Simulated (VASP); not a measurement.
# ZnAu (R3m) in VASP: single point with PBEsol

Aim: the single point of ZnAu with PBEsol.

All numbers are computed with VASP 6.6.1; they aren't measurements. Logs are shortened: lines on timing, memory, paths and dates and some standing lists are left out, and cuts for length are marked.

## (1) The cell of the first run

It takes space group R3m (No. 160, trigonal). Conventional cell: a = 4.451 Å, b = 4.451 Å, c = 5.451 Å, α = 90.00°, β = 90.00°, γ = 120.00°. Within 3.6 Å of Zn (site symmetry 3m) lie 8 Au at 2.71 to 2.74 Å and 6 Zn at 3.15 Å. Within 3.6 Å of Au (site symmetry 3m) lie 8 Zn at 2.71 to 2.74 Å and 6 Au at 3.15 Å.

## (2) Single point, PBEsol

INCAR reads:

```
ALGO = Fast
EDIFF = 1E-6
ENCUT = 520
GGA = PS
ISIF = 2
ISMEAR = 0
LASPH = True
LCHARG = False
LREAL = False
LWAVE = False
NBANDS = 18
NELM = 100
PREC = Accurate
SIGMA = 0.15
```

KPOINTS reads:

```
k-points
0
Gamma
  16 16 16
```

POSCAR reads:

```
ZnAu
1.0
    3.1470000000      0.0000000000      0.0000000000
    0.0000000000      3.1470000000      0.0000000000
    0.0000000000      0.0000000000      3.1470000000
Zn Au
1 1
Direct
    0.5000000000      0.5000000000      0.5000000000
   -0.0022932566     -0.0022932566     -0.0022932566
```

Potentials or basis: VASP PAW PBE potentials, release 64 (Zn, Au).

On the command line:

```sh
$ cat potpaw_PBE.64/Zn/POTCAR potpaw_PBE.64/Au/POTCAR > POTCAR
$ mpirun -np 1 vasp_std > vasp.out
```

OUTCAR:

```text
EDIFF = 1E-6
   ENCUT = 520
   GGA = PS
   ISIF = 2
   ISMEAR = 0
   LASPH = True
   LREAL = False
   NELM = 100
   PREC = Accurate

 ion  position               nearest neighbor table
   1  0.500  0.500  0.500-   2 2.71   2 2.72   2 2.72   2 2.72   2 2.73   2 2.73   2 2.73   2 2.74

   2  0.998  0.998  0.998-   1 2.71   1 2.72   1 2.72   1 2.72   1 2.73   1 2.73   1 2.73   1 2.74

  LATTYP: Found a simple cubic cell.
 ALAT       =     3.1470000000

  Lattice vectors:

 A1 = (   3.1470000000,   0.0000000000,   0.0000000000)
 A2 = (   0.0000000000,   3.1470000000,   0.0000000000)
 A3 = (   0.0000000000,   0.0000000000,   3.1470000000)

Analysis of symmetry for initial positions (statically):
=====================================================================
 Subroutine PRICEL returns:
 Original cell was already a primitive cell.

 Routine SETGRP: Setting up the symmetry group for a
 simple cubic supercell.

 Subroutine GETGRP returns: Found  6 space group operations
 (whereof  6 operations were pure point group operations)
 out of a pool of 48 trial point group operations.

The static configuration has the point symmetry C_3v.

Analysis of symmetry for dynamics (positions and initial velocities):
=====================================================================
 Subroutine PRICEL returns:
 Original cell was already a primitive cell.

 Routine SETGRP: Setting up the symmetry group for a
 simple cubic supercell.

 Subroutine GETGRP returns: Found  6 space group operations
 (whereof  6 operations were pure point group operations)
 out of a pool of 48 trial point group operations.

The dynamic configuration has the point symmetry C_3v.

 Subroutine INISYM returns: Found  6 space group operations
 (whereof  6 operations are pure point group operations),
 and found     1 'primitive' translations

----------------------------------------------------------------------------------------

                                     Primitive cell

  volume of cell :      31.1667

  direct lattice vectors                    reciprocal lattice vectors
     3.147000000  0.000000000  0.000000000     0.317762949  0.000000000  0.000000000
     0.000000000  3.147000000  0.000000000     0.000000000  0.317762949  0.000000000
     0.000000000  0.000000000  3.147000000     0.000000000  0.000000000  0.317762949

  length of vectors
     3.147000000  3.147000000  3.147000000     0.317762949  0.317762949  0.317762949

  position of ions in fractional coordinates (direct lattice)
[... 79 lines left out ...]
   EDIFF  = 0.1E-05   stopping-criterion for ELM
   LREAL  =      F    real-space projection
   EDIFFG = 0.1E-04   stopping-criterion for IOM
   NSW    =      0    number of steps for IOM
   IBRION =     -1    ionic relax: 0-MD 1-quasi-New 2-CG
   NFREE  =      0    steps in history (QN), initial steepest desc. (CG)
   ISIF   =      2    stress and relaxation
   ISYM   =      2    0-nonsym 1-usesym 2-fastsym
   POTIM  = 0.5000    time-step for ionic-motion
   TEBEG  =    0.0;   TEEND  =   0.0 temperature during run
   PSTRESS=    0.0 pullay stress
   NELECT =      23.0000    total number of electrons
   NUPDOWN=      -1.0000    fix difference up-down
   EMIN   =  10.00;   EMAX   =-10.00  energy-range for DOS
   EFERMI =   0.00;   METHOD = LEGACY
   ISMEAR =     0;   SIGMA  =   0.15  broadening in eV -4-tet -1-fermi 0-gaus
   EFERMI_NEDOS =   21; number of points for ismear=-14 and -15
   IALGO  =     68    algorithm
   IMIX   =      4    mixing-type and parameters
     AMIX     =   0.40;   BMIX     =  1.00
     AMIX_MAG =   1.60;   BMIX_MAG =  1.00
  volume/ion in A,a.u.               =      15.58       105.16
  Fermi-wavevector in a.u.,A,eV,Ry     =   1.479406  2.795672 29.778283  2.188642
  Thomas-Fermi vector in A             =   2.593568
   LORBIT       =      0    0 simple, 1 ext, 2 COOP (PROOUT), +10 PAW based schemes
   GGA     = PS    functional components
   LHFCALC =     F    Hartree Fock is set to
   AEXX    =    0.0000 exact exchange contribution
   IVDW    =     0    specifies the selected vdW correction
   LEPSILON=     F    determine dielectric tensor
   LRPA    =     F    only Hartree local field effects (RPA)
 non-spin polarized calculation
 RMM-DIIS sequential band-by-band and
 Gauss-broadening in eV      SIGMA  =   0.15
  energy-cutoff  :      520.00
  volume of cell :       31.17
 maximum number of plane-waves:       862
   NGX = 11   NGY = 11   NGZ = 11

 number of electron      22.9999998 magnetization

 Free energy of the ion-electron system (eV)
  ---------------------------------------------------
  ext. energy  EPLUGINS =         0.00000000
  ---------------------------------------------------
  free energy    TOTEN  =        -5.95345791 eV

  energy without entropy =       -5.94833049  energy(sigma->0) =       -5.95089420

 E-fermi :   6.8902     XC(G=0): -12.5352

 val. band max:        6.8781741439   @ k =   0.4375   0.3125   0.2500
 cond. band min:       6.9409192520   @ k =  -0.3125   0.1250   0.1250
 fundamental gap:      0.0627451081
 Fermi energy:         6.8902058980

 k-point     1 :       0.0000    0.0000    0.0000
  band No.  band energies     occupation
      1      -3.7514      2.00000
      2      -1.1877      2.00000
      3      -1.1877      2.00000
      4      -0.4863      2.00000
      5      -0.4860      2.00000
      6      -0.4860      2.00000
[... 481 lines left out ...]
      5      -0.3480      2.00000
      6      -0.3127      2.00000
[... 10 lines left out ...]
     17      18.1395      0.00000
     18      19.6297      0.00000

 [... further k-points ...]

------------------------ aborting loop because EDIFF is reached ----------------------------------------

  FORCE on cell =-STRESS in cart. coord.  units (eV):
  Direction    XX          YY          ZZ          XY          YZ          ZX
  --------------------------------------------------------------------------------------
  -------------------------------------------------------------------------------------
  Total       -0.4396897     -0.4396897     -0.4396897      0.0010090      0.0010090      0.0010090
  in kB      -22.6030275    -22.6030275    -22.6030275      0.0518706      0.0518706      0.0518706
  external PRESSURE =     -22.6030275 kB  Pullay stress =       0.0000000 kB

 VOLUME and BASIS-vectors are now :
 -----------------------------------------------------------------------------
  energy-cutoff  :      520.00
  volume of cell :       31.17
      direct lattice vectors                 reciprocal lattice vectors
     3.147000000  0.000000000  0.000000000     0.317762949  0.000000000  0.000000000
     0.000000000  3.147000000  0.000000000     0.000000000  0.317762949  0.000000000
     0.000000000  0.000000000  3.147000000     0.000000000  0.000000000  0.317762949

 POSITION                                       TOTAL-FORCE (eV/Angst)
 -----------------------------------------------------------------------------------
      1.57350      1.57350      1.57350        -0.024503     -0.024503     -0.024503
      3.13978      3.13978      3.13978         0.024503      0.024503      0.024503
 -----------------------------------------------------------------------------------
    total drift:                                0.000098      0.000098      0.000098

  FREE ENERGIE OF THE ION-ELECTRON SYSTEM (eV)
  ---------------------------------------------------
  free  energy   TOTEN  =        -5.9534579070 eV

  energy  without entropy=       -5.9483304869  energy(sigma->0) =       -5.95089420
```

OSZICAR:

```text
N       E                     dE             d eps       ncg     rms          rms(c)
DAV:   1     0.130221233626E+03    0.13022E+03   -0.11454E+04 15564   0.165E+03
DAV:   2    -0.987379508020E+00   -0.13121E+03   -0.12486E+03 15248   0.315E+02
DAV:   3    -0.647494276567E+01   -0.54876E+01   -0.54474E+01 16520   0.690E+01
DAV:   4    -0.652380637903E+01   -0.48864E-01   -0.48846E-01 16368   0.577E+00
DAV:   5    -0.652432587993E+01   -0.51950E-03   -0.51949E-03 16082   0.641E-01    0.873E+00
RMM:   6    -0.599097966246E+01    0.53335E+00   -0.11444E+00 15403   0.956E+00    0.543E+00
RMM:   7    -0.596312602588E+01    0.27854E-01   -0.51533E-02 16698   0.197E+00    0.285E+00
RMM:   8    -0.595399223218E+01    0.91338E-02   -0.85624E-03 16748   0.785E-01    0.171E-01
RMM:   9    -0.595345160254E+01    0.54063E-03   -0.22562E-03 18004   0.522E-01    0.851E-02
RMM:  10    -0.595348413728E+01   -0.32535E-04   -0.52134E-04 17254   0.185E-01    0.767E-02
RMM:  11    -0.595345721873E+01    0.26919E-04   -0.13388E-04 17021   0.983E-02    0.202E-02
RMM:  12    -0.595345962174E+01   -0.24030E-05   -0.28408E-05 17926   0.469E-02    0.169E-02
RMM:  13    -0.595345787334E+01    0.17484E-05   -0.83091E-06 16944   0.248E-02    0.411E-03
RMM:  14    -0.595345790703E+01   -0.33695E-07   -0.21694E-06 11514   0.105E-02
   1 F= -.59534579E+01 E0= -.59508942E+01  d E =-.512742E-02
```

stdout:

```text
POSCAR found type information on POSCAR ZnAu
 POSCAR found :  2 types and       2 ions
 scaLAPACK will be used
 -----------------------------------------------------------------------------
|                                                                             |
|                                                                             |
|     You enforced a specific xc type in the INCAR file but a different       |
|     I HOPE YOU KNOW WHAT YOU ARE DOING!                                     |
|                                                                             |
 -----------------------------------------------------------------------------

 LDA part: xc-table for (Slater+PW92), standard interpolation
 POSCAR, INCAR and KPOINTS ok, starting setup
 FFT: planning ... GRIDC
 FFT: planning ... GRID_SOFT
 FFT: planning ... GRID
 WAVECAR not read
 entering main loop
WARNING in EDDRMM: call to ZHEGV failed, returncode =   6  3     17
WARNING in EDDRMM: call to ZHEGV failed, returncode =   8  4     18
WARNING in EDDRMM: call to ZHEGV failed, returncode =   6  3     16
```

Run time: 2.7 min. Hardware: 1 thread of Intel Xeon 8259CL, shared host; peak memory 0.34 GiB.

What came out:

| Quantity | Value |
| --- | --- |
| Free energy | -5.9535 eV |
| Pressure | -2.3 GPa |
| Largest force | 0.042 eV/Å |
| Band gap on the k mesh | zero (an odd number of electrons rules out a gap without spin polarisation) |

Forces in eV/Å, atoms in the order of the input:
```
Zn  -0.025 -0.025 -0.025
Au   0.025  0.025  0.025
```

Caveat: the cell differs from its parent crystal (all Au atoms moved +0.013 Å, as atom 2 towards its neighbour atom 1 (Zn) at 2.725 Å); the PAW data sets were made with another functional, which shifts forces and pressure a little; spin-orbit coupling is left out, which moves the levels of the heavy elements.
